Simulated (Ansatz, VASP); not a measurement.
## BN in VASP and in Ansatz

```
B N
1.0
     2.56451    0.00000    0.00000
    -1.28225    2.17036    0.00000
     0.00000    0.00000    6.59240
B N
2 2
Cartesian
  -0.3547 0.0000 3.2962
  0.3553 1.4469 0.0000
  0.3536 0.0000 0.0000
  0.9282 0.7235 3.2962
```

Change from the starting cell: mode 4 frozen in at -0.347 Å, normal strain along x +0.0233.

Alike in both runs: task single point; functional PBE; dispersion D3(BJ); k mesh 12 × 12 × 4; occupations methfessel-paxton of order 1, width 0.05 eV; no spin polarisation.

|  | VASP | Ansatz |
| --- | --- | --- |
| version | VASP 6.6.1 | Ansatz 0.2.0 |
| potentials or method | VASP PAW PBE potentials, release 64 (B, N), cutoff 520 eV | scalar-relativistic, plane waves, PAW |
| valence electrons in the cell | 16 | 16 |

VASP gave:

- gap on the k mesh at the Fermi level (eV): 3.38
- least direct gap on the mesh (eV): 3.79
- pressure (GPa): -7.6
- traceless stress, the component that is largest in VASP (GPa): -12.50
- rms of the force components (eV/Å): 0.137

Q: Estimate Ansatz's values.

A: gap on the k mesh at the Fermi level (eV): 3.39; least direct gap on the mesh (eV): 3.79; pressure (GPa): -7.6; traceless stress, the component that is largest in VASP (GPa): -12.57; rms of the force components (eV/Å): 0.137.

Atom by atom the forces differ by 0.000 eV/Å (rms over components).
